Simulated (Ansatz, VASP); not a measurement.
ZnSe in VASP and in Ansatz

```
Zn Se
1.0
     0.00000    2.83380    2.83380
     2.83380    0.00000    2.83380
     2.83380    2.83380    0.00000
Zn Se
1 1
Cartesian
  0.0000 0.0000 0.0000
  4.2507 4.2507 4.2507
```

Alike in both runs: task single point; functional PBE-based screened hybrid; k mesh 4 × 4 × 4; occupations gaussian, width 0.05 eV; no spin polarisation.

|  | VASP | Ansatz |
| --- | --- | --- |
| version | VASP 6.6.1 | Ansatz 0.2.0 |
| potentials or method | VASP PAW PBE potentials, release 64 (Zn, Se), cutoff 520 eV | scalar-relativistic, plane waves, PAW |
| valence electrons in the cell | 18 | 28 |

|  | VASP | Ansatz | Ansatz less VASP |
| --- | --- | --- | --- |
| gap on the k mesh at the Fermi level (eV) | 2.91 | 2.92 | +0.014 |
| least direct gap on the mesh (eV) | 2.91 | 2.92 | +0.014 |
| pressure (GPa) | 1.1 | 1.1 | +0.08 |

VASP's potentials were made for PBE, not for PBE-based screened hybrid. VASP's potentials hold 18 valence electrons a cell and Ansatz's 28, so a difference there can come from the potentials and not from the codes. Ansatz's warnings: stress exchange threshold loose, stress scf threshold loose.

The k mesh is coarse, so the values compare programs but aren't converged.
